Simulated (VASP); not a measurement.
# ZnCd2Te2 in VASP: notebook

Runs on ZnCd2Te2. Level: LDA. Tasks: single point.

All numbers are computed with VASP 6.6.1; they aren't measurements. Logs are shortened: lines on timing, memory, paths and dates and some standing lists are left out, and cuts for length are marked.

## 1. The cell of the first run

The cell holds a slab with vacuum, 5 atoms: a = 4.533 Å, b = 4.533 Å, c = 19.867 Å, α = 90.00°, β = 90.00°, γ = 120.00°.

## 2. Single point, LDA

INCAR

```
ALGO = Normal ; DIPOL = 0.5 0.5 0.363
EDIFF = 1E-6 ; ENCUT = 520
IDIPOL = 3 ; ISIF = 2
ISMEAR = 0 ; LASPH = T
LCHARG = F ; LDIPOL = T
LREAL = F ; LWAVE = F
NBANDS = 32 ; NELM = 60
PREC = Accurate ; SIGMA = 0.05
```

KPOINTS

```
k-points
0
Gamma
  6 6 1
```

POSCAR

```
ZnCd2Te2
1.0
    4.5325544674      0.0000000000      0.0000000000
   -2.2662772337      3.9253073128      0.0000000000
    0.0000000000      0.0000000000     19.8672286441
Te Cd Zn
2 2 1
Direct
    0.0000000000      0.0000000000      0.2013365866
    0.3333333333      0.6666666667      0.3964595968
    0.3333333333      0.6666666667      0.2479059306
    0.6666666667      0.3333333333      0.4211573136
    0.6666666667      0.7777777778      0.5486009290
```

Potentials or basis: VASP PAW LDA potentials, release 64 (Te, Cd, Zn).

Launch:

```bash
> cat potpaw_LDA.64/Te/POTCAR potpaw_LDA.64/Cd/POTCAR potpaw_LDA.64/Zn/POTCAR > POTCAR
> mpirun -np 1 vasp_std > vasp.out
```

OUTCAR:

```text
EDIFF = 1E-6
   ENCUT = 520
   ISIF = 2
   ISMEAR = 0
   LASPH = T
   LREAL = F
   NELM = 60
   PREC = Accurate

 ion  position               nearest neighbor table
   1  0.000  0.000  0.201-   3 2.78   3 2.78   3 2.78
   2  0.333  0.667  0.396-   4 2.66   4 2.66   4 2.66   3 2.95   5 3.30
   3  0.333  0.667  0.248-   1 2.78   1 2.78   1 2.78   2 2.95
   4  0.667  0.333  0.421-   2 2.66   2 2.66   2 2.66   5 3.24
   5  0.667  0.778  0.549-   4 3.24   2 3.30

  LATTYP: Found a hexagonal cell.
 ALAT       =     4.5325544674
 C/A-ratio  =     4.3832299837

  Lattice vectors:

 A1 = (   4.5325544674,   0.0000000000,   0.0000000000)
 A2 = (  -2.2662772337,   3.9253073128,   0.0000000000)
 A3 = (   0.0000000000,   0.0000000000,  19.8672286441)

Analysis of symmetry for initial positions (statically):
=====================================================================
 Subroutine PRICEL returns:
 Original cell was already a primitive cell.

 Routine SETGRP: Setting up the symmetry group for a
 hexagonal supercell.

 Subroutine GETGRP returns: Found  1 space group operations
 (whereof  1 operations were pure point group operations)
 out of a pool of 24 trial point group operations.

The static configuration has the point symmetry C_1 .

Analysis of symmetry for dynamics (positions and initial velocities):
=====================================================================
 Subroutine PRICEL returns:
 Original cell was already a primitive cell.

 Routine SETGRP: Setting up the symmetry group for a
 hexagonal supercell.

 Subroutine GETGRP returns: Found  1 space group operations
 (whereof  1 operations were pure point group operations)
 out of a pool of 24 trial point group operations.

The dynamic configuration has the point symmetry C_1 .

 Subroutine INISYM returns: Found  1 space group operations
 (whereof  1 operations are pure point group operations),
 and found     1 'primitive' translations

----------------------------------------------------------------------------------------

                                     Primitive cell

  volume of cell :     353.4712

  direct lattice vectors                    reciprocal lattice vectors
     4.532554467  0.000000000  0.000000000     0.220626141  0.127378562  0.000000000
    -2.266277234  3.925307313  0.000000000     0.000000000  0.254757124  0.000000000
     0.000000000  0.000000000 19.867228644     0.000000000  0.000000000  0.050334147

  length of vectors
     4.532554467  4.532554467 19.867228644     0.254757124  0.254757124  0.050334147

  position of ions in fractional coordinates (direct lattice)
     0.000000000  0.000000000  0.201336587
     0.333333333  0.666666667  0.396459597
     0.333333333  0.666666667  0.247905931
     0.666666667  0.333333333  0.421157314
     0.666666667  0.777777778  0.548600929

  ion indices of the primitive-cell ions
   primitive index   ion index
                 1           1
                 2           2
                 3           3
                 4           4
                 5           5

----------------------------------------------------------------------------------------

 KPOINTS: k-points

Automatic generation of k-mesh.
 Grid dimensions read from file:
 generate k-points for:    6    6    1

 Generating k-lattice:

  Cartesian coordinates                     Fractional coordinates (reciprocal lattice)
     0.036771023  0.021229760  0.000000000     0.166666667  0.000000000  0.000000000
     0.000000000  0.042459521  0.000000000     0.000000000  0.166666667  0.000000000
     0.000000000  0.000000000  0.050334147     0.000000000  0.000000000  1.000000000

  Length of vectors
     0.042459521  0.042459521  0.050334147

  Shift w.r.t. Gamma in fractional coordinates (k-lattice)
     0.000000000  0.000000000  0.000000000

 Subroutine IBZKPT returns following result:
 ===========================================

 Found     20 irreducible k-points:

 Following reciprocal coordinates:
            Coordinates               Weight
  0.000000  0.000000  0.000000      1.000000
  0.166667  0.000000  0.000000      2.000000
  0.000000  0.166667  0.000000      2.000000
 -0.166667  0.166667  0.000000      2.000000
  0.333333  0.000000  0.000000      2.000000
  0.000000  0.333333  0.000000      2.000000
[... 12 lines left out ...]
  0.500000 -0.166667  0.000000      2.000000
  0.333333  0.333333  0.000000      2.000000
   k-points           NKPTS =     20   k-points in BZ     NKDIM =     20   number of bands    NBANDS=     32
   number of dos      NEDOS =    301   number of ions     NIONS =      5
   total plane-waves  NPLWV = 194400
   dimension x,y,z NGX =    36 NGY =   36 NGZ =  150
   dimension x,y,z NGXF=    72 NGYF=   72 NGZF=  300
   ions per type =               2   2   1
   NGX,Y,Z   is equivalent  to a cutoff of  13.20, 13.20, 12.55 a.u.
   NGXF,Y,Z  is equivalent  to a cutoff of  26.41, 26.41, 25.10 a.u.
 SYSTEM =  unknown system
   PREC   = accura    normal or accurate (medium, high low for compatibility)
   ISTART =      0    job   : 0-new  1-cont  2-samecut
   ICHARG =      2    charge: 1-file 2-atom 10-const
   ISPIN  =      1    spin polarized calculation?
   LNONCOLLINEAR =      F non collinear calculations
   LSORBIT =      F    spin-orbit coupling
   LASPH  =      T    aspherical Exc in radial PAW
   ENCUT  =  520.0 eV  38.22 Ry    6.18 a.u.   8.43  8.43 36.94*2*pi/ulx,y,z
   NELM   =     60;   NELMIN=  2; NELMDL= -5     # of ELM steps
   EDIFF  = 0.1E-05   stopping-criterion for ELM
   LREAL  =      F    real-space projection
   EDIFFG = 0.1E-04   stopping-criterion for IOM
   NSW    =      0    number of steps for IOM
   IBRION =     -1    ionic relax: 0-MD 1-quasi-New 2-CG
   NFREE  =      0    steps in history (QN), initial steepest desc. (CG)
   ISIF   =      2    stress and relaxation
   ISYM   =      2    0-nonsym 1-usesym 2-fastsym
   POTIM  = 0.5000    time-step for ionic-motion
   TEBEG  =    0.0;   TEEND  =   0.0 temperature during run
   PSTRESS=    0.0 pullay stress
   NELECT =      48.0000    total number of electrons
   NUPDOWN=      -1.0000    fix difference up-down
   EMIN   =  10.00;   EMAX   =-10.00  energy-range for DOS
   EFERMI =   0.00;   METHOD = LEGACY
   ISMEAR =     0;   SIGMA  =   0.05  broadening in eV -4-tet -1-fermi 0-gaus
   EFERMI_NEDOS =   21; number of points for ismear=-14 and -15
   IALGO  =     38    algorithm
   IMIX   =      4    mixing-type and parameters
     AMIX     =   0.40;   BMIX     =  1.00
     AMIX_MAG =   1.60;   BMIX_MAG =  1.00
  volume/ion in A,a.u.               =      70.69       477.07
  Fermi-wavevector in a.u.,A,eV,Ry     =   0.841467  1.590143  9.633840  0.708067
  Thomas-Fermi vector in A             =   1.956017
   LORBIT       =      0    0 simple, 1 ext, 2 COOP (PROOUT), +10 PAW based schemes
   GGA     = CA    functional components
   LHFCALC =     F    Hartree Fock is set to
   AEXX    =    0.0000 exact exchange contribution
   IVDW    =     0    specifies the selected vdW correction
   LEPSILON=     F    determine dielectric tensor
   LRPA    =     F    only Hartree local field effects (RPA)
 non-spin polarized calculation
 Gauss-broadening in eV      SIGMA  =   0.05
  energy-cutoff  :      520.00
  volume of cell :      353.47
 maximum number of plane-waves:      9583
 NGX is ok and might be reduce to    36
   NGX = 17   NGY = 17   NGZ = 73

 number of electron      47.9999991 magnetization

 dipolmoment           0.000000      0.000000     -0.167766 electrons x Angstroem

 Free energy of the ion-electron system (eV)
  ---------------------------------------------------
  ext. energy  EPLUGINS =         0.00000000
  ---------------------------------------------------
  free energy    TOTEN  =       -11.27208533 eV

  energy without entropy =      -11.27019176  energy(sigma->0) =      -11.27113855

 E-fermi :  -1.5783     XC(G=0):  -4.7808

 val. band max:       -1.7767910902   @ k =   0.0000   0.0000   0.0000
 cond. band min:      -1.5745948695   @ k =   0.0000   0.0000   0.0000
 fundamental gap:      0.2021962207
 Fermi energy:        -1.5782729711

 k-point     1 :       0.0000    0.0000    0.0000
  band No.  band energies     occupation
      1     -14.4289      2.00000
      2     -12.2088      2.00000
      3     -11.6515      2.00000
      4     -11.6449      2.00000
      5     -11.2426      2.00000
      6     -11.2196      2.00000
[... 24 lines left out ...]
     31       2.9339      0.00000
     32       3.3644      0.00000

 k-point     2 :       0.1667    0.0000    0.0000
  band No.  band energies     occupation
      1     -14.3388      2.00000
      2     -12.1362      2.00000
      3     -11.6025      2.00000
      4     -11.5997      2.00000
      5     -11.2462      2.00000
      6     -11.2413      2.00000
[... 24 lines left out ...]
     31       2.8545      0.00000
     32       3.1289      0.00000

 k-point     3 :       0.0000    0.1667    0.0000
  band No.  band energies     occupation
      1     -14.3373      2.00000
      2     -12.1362      2.00000
      3     -11.6070      2.00000
      4     -11.5959      2.00000
      5     -11.2630      2.00000
      6     -11.2257      2.00000
[... 24 lines left out ...]
     31       2.8678      0.00000
     32       3.2216      0.00000

 k-point     4 :      -0.1667    0.1667    0.0000
  band No.  band energies     occupation
      1     -14.3372      2.00000
      2     -12.1362      2.00000
      3     -11.6078      2.00000
      4     -11.5952      2.00000
      5     -11.2649      2.00000
      6     -11.2239      2.00000
[... 514 lines left out ...]
     31       3.1947      0.00000
     32       3.5143      0.00000

 k-point    19 :       0.5000   -0.1667    0.0000
  band No.  band energies     occupation
      1     -14.0686      2.00000
      2     -11.9303      2.00000
      3     -11.4741      2.00000
      4     -11.3637      2.00000
      5     -11.2957      2.00000
      6     -11.2498      2.00000
[... 24 lines left out ...]
     31       3.4169      0.00000
     32       3.6176      0.00000

 k-point    20 :       0.3333    0.3333    0.0000
  band No.  band energies     occupation
      1     -14.0222      2.00000
      2     -11.8991      2.00000
      3     -11.4427      2.00000
      4     -11.3412      2.00000
      5     -11.3047      2.00000
      6     -11.2610      2.00000
[... 24 lines left out ...]
     31       3.5526      0.00000
     32       4.0018      0.00000

------------------------ aborting loop because EDIFF is reached ----------------------------------------

 vacuum level on the upper side and lower side of the slab       (xc-potential included)        -0.837         0.824

  FORCE on cell =-STRESS in cart. coord.  units (eV):
  Direction    XX          YY          ZZ          XY          YZ          ZX
  --------------------------------------------------------------------------------------
  -------------------------------------------------------------------------------------
  Total        0.7748785      0.3605493     -0.2062252      0.0795769      0.0084584      0.6553296
  in kB        3.5122885      1.6342603     -0.9347562      0.3606977      0.0383393      2.9704100
  external PRESSURE =       1.4039309 kB  Pullay stress =       0.0000000 kB

 VOLUME and BASIS-vectors are now :
 -----------------------------------------------------------------------------
  energy-cutoff  :      520.00
  volume of cell :      353.47
      direct lattice vectors                 reciprocal lattice vectors
     4.532554467  0.000000000  0.000000000     0.220626141  0.127378562  0.000000000
    -2.266277234  3.925307313  0.000000000     0.000000000  0.254757124  0.000000000
     0.000000000  0.000000000 19.867228644     0.000000000  0.000000000  0.050334147

 POSITION                                       TOTAL-FORCE (eV/Angst)
 -----------------------------------------------------------------------------------
      0.00000      0.00000      4.00000        -0.020711      0.004083      0.359906
     -0.00000      2.61687      7.87655        -0.203024     -0.054459     -0.431457
     -0.00000      2.61687      4.92520        -0.008329     -0.003900     -0.328763
      2.26628      1.30844      8.36723         0.059400      0.059506      0.390039
      1.25904      3.05302     10.89918         0.172664     -0.005229      0.010276
 -----------------------------------------------------------------------------------
    total drift:                               -0.000211     -0.000181     -0.001579

  FREE ENERGIE OF THE ION-ELECTRON SYSTEM (eV)
  ---------------------------------------------------
  free  energy   TOTEN  =       -11.2720853270 eV

  energy  without entropy=      -11.2701917635  energy(sigma->0) =      -11.27113855

 vacuum level on the upper side and lower side of the slab         2.541         4.247
```

Run time: 6.1 min. Hardware: 1 thread of Intel Xeon 6975P-C, shared host; peak memory 0.51 GiB.

What came out:

- Free energy: -11.2721 eV
- Largest force: 0.480 eV/Å
- Band gap on the k mesh: zero (filled and empty bands touch)

Forces in eV/Å, atoms in the order of the input:
```
Te  -0.021  0.004  0.360
Te  -0.203 -0.054 -0.431
Cd  -0.008 -0.004 -0.329
Cd   0.059  0.060  0.390
Zn   0.173 -0.005  0.010
```

Caveat: spin-orbit coupling is left out, which moves the levels of the heavy elements.

## 3. Single point, LDA

INCAR

```
SYSTEM = ZnCd2Te2
ALGO = Normal ; DIPOL = 0.5 0.5 0.363
EDIFF = 1E-6 ; ENCUT = 520
IDIPOL = 3 ; ISIF = 2
ISMEAR = 0 ; LASPH = .TRUE.
LCHARG = .FALSE. ; LDIPOL = .TRUE.
LREAL = .FALSE. ; LWAVE = .FALSE.
NBANDS = 32 ; NELM = 80
PREC = Accurate ; SIGMA = 0.05
```

KPOINTS

```
k-points
0
G
  6 6 1
  0 0 0
```

Changes to POSCAR since step 2:

```diff
@@ -12,2 +12,2 @@
     0.6666666667      0.3333333333      0.4211573136
-    0.6666666667      0.7777777778      0.5486009290
+    0.6666666667      1.0000000000      0.5458163035
```

Potentials or basis: VASP PAW LDA potentials, release 64 (Te, Cd, Zn).

Launch:

```bash
> cat potpaw_LDA.64/Te/POTCAR potpaw_LDA.64/Cd/POTCAR potpaw_LDA.64/Zn/POTCAR > POTCAR
> mpirun -np 1 vasp_std > vasp.out
```

Run time: 7.3 min. Hardware: 1 thread of Intel Xeon 6975P-C, shared host; peak memory 0.51 GiB.

The run converged. Its results:

```
Free energy            : -11.3451 eV
Largest force          : 0.525 eV/Å
Band gap on the k mesh : zero (filled and empty bands touch)
```

Forces in eV/Å, atoms in the order of the input:
```
Te   0.008 -0.032  0.343
Te  -0.050 -0.211 -0.479
Cd  -0.006 -0.004 -0.323
Cd   0.042  0.054  0.447
Zn   0.005  0.192  0.011
```

Levels at points of the mesh, in eV from the Fermi level:
| k point | band 21 | band 22 | band 23 | band 24 | band 25 | band 26 | band 27 | band 28 |
| --- | --- | --- | --- | --- | --- | --- | --- | --- |
| (0.00, 0.00, 0.00) | -1.83 | -1.13 | -0.18 | 0.01 | 0.02 | 1.53 | 2.31 | 3.35 |
| (0.50, 0.00, 0.00) | -2.93 | -2.06 | -1.04 | -0.78 | 0.67 | 0.97 | 1.78 | 2.84 |
| (0.00, 0.50, 0.00) | -2.86 | -2.14 | -1.04 | -0.94 | 0.31 | 1.24 | 2.04 | 2.71 |
| (0.50, 0.50, 0.00) | -3.02 | -1.72 | -1.04 | -0.81 | 0.02 | 0.93 | 2.40 | 2.89 |

Caveat: spin-orbit coupling is left out, which moves the levels of the heavy elements.

## 4. Single point, LDA

INCAR

```
SYSTEM = ZnCd2Te2
PREC = Accurate
ENCUT = 520
EDIFF = 1E-7
ISMEAR = 0
SIGMA = 0.05
LREAL = .False.
LASPH = .True.
NELM = 100
ALGO = Normal
ISIF = 2
LWAVE = .False.
LCHARG = .True.
LDIPOL = .True.
IDIPOL = 3
DIPOL = 0.5 0.5 0.364
GGA = CA
LELF = .True.
LVHAR = .True.
LVACPOTAV = .True.
NBANDS = 32
```

KPOINTS

```
regular mesh
0
Gamma
  6 6 1
  0 0 0
```

Changes to POSCAR since step 3:

```diff
@@ -12,2 +12,2 @@
     0.6666666667      0.3333333333      0.4211573136
-    0.6666666667      1.0000000000      0.5458163035
+    0.6666666667      1.2222222222      0.5541892724
```

Potentials or basis: VASP PAW LDA potentials, release 64 (Te, Cd, Zn).

Launch:

```bash
> cat potpaw_LDA.64/Te/POTCAR potpaw_LDA.64/Cd/POTCAR potpaw_LDA.64/Zn/POTCAR > POTCAR
> mpirun -np 1 vasp_std > vasp.out
```

OUTCAR:

```text
SYSTEM = ZnCd2Te2
   PREC = Accurate
   ENCUT = 520
   EDIFF = 1E-7
   ISMEAR = 0
   LREAL = .False.
   LASPH = .True.
   NELM = 100
   ISIF = 2
   GGA = CA

 ion  position               nearest neighbor table
   1  0.000  0.000  0.201-   3 2.78   3 2.78   3 2.78
   2  0.333  0.667  0.396-   4 2.66   4 2.66   4 2.66   3 2.95
   3  0.333  0.667  0.248-   1 2.78   1 2.78   1 2.78   2 2.95
   4  0.667  0.333  0.421-   2 2.66   2 2.66   2 2.66   5 2.69
   5  0.667  0.222  0.554-   4 2.69

  LATTYP: Found a hexagonal cell.
 ALAT       =     4.5325544674
[... 898 lines left out ...]
  -------------------------------------------------------------------------------------
  Total        0.6476031      0.9176829     -0.1219924      0.0856637      0.1695123     -0.0684002
  in kB        2.9353881      4.1595776     -0.5529547      0.3882874      0.7683479     -0.3100373
  external PRESSURE =       2.1806703 kB  Pullay stress =       0.0000000 kB

 VOLUME and BASIS-vectors are now :
 -----------------------------------------------------------------------------
  energy-cutoff  :      520.00
  volume of cell :      353.47
      direct lattice vectors                 reciprocal lattice vectors
     4.532554467  0.000000000  0.000000000     0.220626141  0.127378562  0.000000000
    -2.266277234  3.925307313  0.000000000     0.000000000  0.254757124  0.000000000
     0.000000000  0.000000000 19.867228644     0.000000000  0.000000000  0.050334147

 POSITION                                       TOTAL-FORCE (eV/Angst)
 -----------------------------------------------------------------------------------
      0.00000      0.00000      4.00000         0.006831     -0.013059      0.385015
     -0.00000      2.61687      7.87655         0.029401     -0.077865     -0.335915
     -0.00000      2.61687      4.92520        -0.001427      0.001948     -0.376455
      2.26628      1.30844      8.36723        -0.024008      0.058580      0.294853
      2.51809      0.87229     11.01020        -0.010798      0.030396      0.032501
 -----------------------------------------------------------------------------------
    total drift:                               -0.000240      0.000196     -0.002756

  FREE ENERGIE OF THE ION-ELECTRON SYSTEM (eV)
  ---------------------------------------------------
  free  energy   TOTEN  =       -11.4423049016 eV

  energy  without entropy=      -11.4407367445  energy(sigma->0) =      -11.44152082

 vacuum level on the upper side and lower side of the slab         2.000         4.555
```

OSZICAR:

```text
N       E                     dE             d eps       ncg     rms          rms(c)
DAV:   1     0.310671104074E+03    0.31067E+03   -0.19025E+04  1280   0.122E+03
DAV:   2     0.101908585103E+02   -0.30048E+03   -0.28718E+03  1448   0.293E+02
DAV:   3    -0.119153103529E+02   -0.22106E+02   -0.21884E+02  1568   0.861E+01
[... 18 lines left out ...]
DAV:  22    -0.114423041186E+02   -0.52334E-06   -0.64108E-08  1096   0.912E-04    0.456E-04
DAV:  23    -0.114423043873E+02   -0.26863E-06   -0.17637E-08  1040   0.449E-04    0.299E-04
DAV:  24    -0.114423046089E+02   -0.22165E-06   -0.12403E-08  1064   0.461E-04    0.106E-04
DAV:  25    -0.114423047225E+02   -0.11355E-06   -0.37752E-09  1032   0.225E-04    0.686E-05
DAV:  26    -0.114423048735E+02   -0.15103E-06   -0.92854E-09   896   0.206E-04    0.121E-04
DAV:  27    -0.114423049016E+02   -0.28068E-07   -0.16644E-09  1048   0.998E-05
   1 F= -.11442305E+02 E0= -.11441521E+02  d E =-.156816E-02
```

Run time: 8.9 min. Hardware: 1 thread of Intel Xeon 6975P-C, shared host; peak memory 0.51 GiB.

What came out:

```yaml
Free_energy: -11.4423 eV
Largest_force: 0.385 eV/Å
Band_gap_on_the_k_mesh: zero (filled and empty bands touch)
```

Forces in eV/Å, atoms in the order of the input:
```
Te   0.007 -0.013  0.385
Te   0.029 -0.078 -0.336
Cd  -0.001  0.002 -0.376
Cd  -0.024  0.059  0.295
Zn  -0.011  0.030  0.033
```

Caveat: spin-orbit coupling is left out, which moves the levels of the heavy elements.

[end of part 1 of 2]
